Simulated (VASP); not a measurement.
# InSe2 (P4/nmm) in VASP: further runs, part 2 of 2

VASP 6.6.1. The steps go on from the part before.

**3. Single point, PBE (21.37 Å³/atom)**

This run uses another cell than the first one, of 21.37 Å³/atom.

INCAR reads:

```
SYSTEM = InSe2
  PREC = Accurate
  ENCUT = 500
  EDIFF = 1E-6
  ISMEAR = 0
  SIGMA = 0.15
  LREAL = .FALSE.
  LASPH = .TRUE.
  NELM = 120
  ALGO = Normal
  ISIF = 2
  LWAVE = .FALSE.
  LCHARG = .FALSE.
  GGA = PE
  NBANDS = 34
  GGA_COMPAT = .FALSE.
```

KPOINTS reads:

```
Automatic mesh
0
G
  12 12 6
  0 0 0
```

POSCAR reads:

```
InSe2
1.0
    3.5809042983      0.0000000000      0.0000000000
    0.0000000000      3.5809042983      0.0000000000
    0.0000000000      0.0000000000      9.9993171627
In Se
2 4
Direct
    0.0000000000      0.5000000000      0.7035891433
    0.5000000000      0.0000000000      0.2964108567
    0.0000000000      0.5000000000      0.3657763741
    0.5000000000      0.0000000000      0.6342236259
    0.0000000000      0.0000000000      0.0000000000
    0.5000000000      0.5000000000      0.0000000000
```

Potentials or basis: VASP PAW PBE potentials, release 64 (In_d, Se).

Started as:

```bash
$ cat potpaw_PBE.64/In_d/POTCAR potpaw_PBE.64/Se/POTCAR > POTCAR
$ mpirun -np 1 vasp_std > vasp.out
```

OUTCAR:

```text
SYSTEM = InSe2
   PREC = Accurate
   ENCUT = 500
   EDIFF = 1E-6
   ISMEAR = 0
   LREAL = .FALSE.
   LASPH = .TRUE.
   NELM = 120
   ISIF = 2
   GGA = PE

 ion  position               nearest neighbor table
   1  0.000  0.500  0.704-   4 2.63   4 2.63   4 2.63   4 2.63   3 3.38
   2  0.500  0.000  0.296-   3 2.63   3 2.63   3 2.63   3 2.63   4 3.38
   3  0.000  0.500  0.366-   2 2.63   2 2.63   2 2.63   2 2.63   1 3.38
   4  0.500  0.000  0.634-   1 2.63   1 2.63   1 2.63   1 2.63   2 3.38
   5  0.000  0.000  0.000-   6 2.53   6 2.53   6 2.53   6 2.53
   6  0.500  0.500  0.000-   5 2.53   5 2.53   5 2.53   5 2.53

  LATTYP: Found a simple tetragonal cell.
 ALAT       =     3.5809042983
 C/A-ratio  =     2.7924000000

  Lattice vectors:

 A1 = (   3.5809042983,   0.0000000000,   0.0000000000)
 A2 = (   0.0000000000,   3.5809042983,   0.0000000000)
 A3 = (   0.0000000000,   0.0000000000,   9.9993171627)

Analysis of symmetry for initial positions (statically):
=====================================================================
 Subroutine PRICEL returns:
 Original cell was already a primitive cell.

 Routine SETGRP: Setting up the symmetry group for a
 simple tetragonal supercell.

 Subroutine GETGRP returns: Found 16 space group operations
 (whereof  8 operations were pure point group operations)
 out of a pool of 16 trial point group operations.

The static configuration has the point symmetry D_2d.
 The point group associated with its full space group is D_4h.

Analysis of symmetry for dynamics (positions and initial velocities):
=====================================================================
 Subroutine PRICEL returns:
 Original cell was already a primitive cell.

 Routine SETGRP: Setting up the symmetry group for a
 simple tetragonal supercell.

[... 132 lines left out ...]
     AMIX     =   0.40;   BMIX     =  1.00
     AMIX_MAG =   1.60;   BMIX_MAG =  1.00
  volume/ion in A,a.u.               =      21.37       144.21
  Fermi-wavevector in a.u.,A,eV,Ry     =   1.196041  2.260191 19.463341  1.430515
  Thomas-Fermi vector in A             =   2.331992
   LORBIT       =      0    0 simple, 1 ext, 2 COOP (PROOUT), +10 PAW based schemes
   GGA     = PE    functional components
   LHFCALC =     F    Hartree Fock is set to
   AEXX    =    0.0000 exact exchange contribution
   IVDW    =     0    specifies the selected vdW correction
   LEPSILON=     F    determine dielectric tensor
   LRPA    =     F    only Hartree local field effects (RPA)
 non-spin polarized calculation
 Gauss-broadening in eV      SIGMA  =   0.15
  energy-cutoff  :      500.00
  volume of cell :      128.22
 maximum number of plane-waves:      3309
 NGX is ok and might be reduce to    28
   NGX = 13   NGY = 13   NGZ = 37

 number of electron      49.9999977 magnetization

 Free energy of the ion-electron system (eV)
  ---------------------------------------------------
  ext. energy  EPLUGINS =         0.00000000
  ---------------------------------------------------
  free energy    TOTEN  =       -18.87866478 eV

  energy without entropy =      -18.86214597  energy(sigma->0) =      -18.87040537

 E-fermi :   7.0554     XC(G=0): -10.4087

 val. band max:        7.0411065935   @ k =   0.5000   0.0833   0.3333
 cond. band min:       7.0562457061   @ k =   0.5000   0.0833   0.1667
 fundamental gap:      0.0151391126
 Fermi energy:         7.0554055086

 k-point     1 :       0.0000    0.0000    0.0000
  band No.  band energies     occupation
      1      -9.9126      2.00000
      2      -8.8020      2.00000
      3      -8.7242      2.00000
      4      -8.1906      2.00000
      5      -8.1880      2.00000
      6      -8.0547      2.00000
[... 877 lines left out ...]
     33      12.8131      0.00000
     34      13.3606      0.00000

 [... further k-points ...]

------------------------ aborting loop because EDIFF is reached ----------------------------------------

  FORCE on cell =-STRESS in cart. coord.  units (eV):
  Direction    XX          YY          ZZ          XY          YZ          ZX
  --------------------------------------------------------------------------------------
  -------------------------------------------------------------------------------------
  Total       19.6442739     19.6442739      1.4165038      0.0000000     -0.0000000      0.0000000
  in kB      245.4656861    245.4656861     17.6999706      0.0000000     -0.0000000      0.0000000
  external PRESSURE =     169.5437810 kB  Pullay stress =       0.0000000 kB

 VOLUME and BASIS-vectors are now :
 -----------------------------------------------------------------------------
  energy-cutoff  :      500.00
  volume of cell :      128.22
      direct lattice vectors                 reciprocal lattice vectors
     3.580904298  0.000000000  0.000000000     0.279259069  0.000000000  0.000000000
     0.000000000  3.580904298  0.000000000     0.000000000  0.279259069  0.000000000
     0.000000000  0.000000000  9.999317163     0.000000000  0.000000000  0.100006829

 POSITION                                       TOTAL-FORCE (eV/Angst)
 -----------------------------------------------------------------------------------
      0.00000      1.79045      7.03541         0.000000      0.000000      0.984436
      1.79045      0.00000      2.96391         0.000000      0.000000     -0.984436
      0.00000      1.79045      3.65751         0.000000     -0.000000      0.450742
      1.79045      0.00000      6.34180         0.000000      0.000000     -0.450742
      0.00000      0.00000      0.00000         0.000000     -0.000000      0.000000
      1.79045      1.79045      0.00000         0.000000      0.000000      0.000000
 -----------------------------------------------------------------------------------
    total drift:                                0.000000      0.000000      0.000000

  FREE ENERGIE OF THE ION-ELECTRON SYSTEM (eV)
  ---------------------------------------------------
  free  energy   TOTEN  =       -18.8786647826 eV

  energy  without entropy=      -18.8621459663  energy(sigma->0) =      -18.87040537
```

OSZICAR:

```text
N       E                     dE             d eps       ncg     rms          rms(c)
DAV:   1     0.462703156647E+03    0.46270E+03   -0.21955E+04  7616   0.162E+03
DAV:   2     0.428482622740E+02   -0.41985E+03   -0.40071E+03  7802   0.407E+02
DAV:   3    -0.161744300515E+02   -0.59023E+02   -0.56339E+02  9512   0.153E+02
DAV:   4    -0.192984996156E+02   -0.31241E+01   -0.30815E+01  9396   0.336E+01
DAV:   5    -0.194047274553E+02   -0.10623E+00   -0.10605E+00 10708   0.662E+00    0.108E+01
DAV:   6    -0.189258155425E+02    0.47891E+00   -0.65718E-01 10920   0.135E+01    0.639E+00
DAV:   7    -0.188857955567E+02    0.40020E-01   -0.55502E-01 11656   0.725E+00    0.102E+00
DAV:   8    -0.188780495232E+02    0.77460E-02   -0.11032E-01 11750   0.375E+00    0.718E-01
DAV:   9    -0.188786205620E+02   -0.57104E-03   -0.10549E-02  9008   0.457E-01    0.337E-01
DAV:  10    -0.188786347459E+02   -0.14184E-04   -0.70362E-04 11118   0.401E-01    0.161E-01
DAV:  11    -0.188786705864E+02   -0.35840E-04   -0.27257E-04 11624   0.168E-01    0.360E-02
DAV:  12    -0.188786643036E+02    0.62827E-05   -0.32056E-05 10894   0.412E-02    0.182E-02
DAV:  13    -0.188786647826E+02   -0.47893E-06   -0.61054E-06  9154   0.154E-02
   1 F= -.18878665E+02 E0= -.18870405E+02  d E =-.165188E-01
```

Wall time 15 min (1 thread of Oxide Virtual Turin-like, shared host); peak memory 0.47 GiB.

Results:

```yaml
Free_energy: -18.8787 eV
Pressure: 17.0 GPa
Largest_force: 0.984 eV/Å
Band_gap_on_the_k_mesh: zero (bands 25 and 26 overlap by 2.92 eV)
```

Forces on the atoms (eV/Å):
```
In   0.000  0.000  0.984
In   0.000  0.000 -0.984
Se   0.000  0.000  0.451
Se   0.000  0.000 -0.451
Se   0.000  0.000  0.000
Se   0.000  0.000  0.000
```

Stress tensor (GPa, compression positive):
```
24.55  0.00  0.00
 0.00 24.55  0.00
 0.00  0.00  1.77
```

Caveat: the stress differs along the axes, from 2 to 25 GPa; spin-orbit coupling is left out, which moves the levels of the heavy elements.
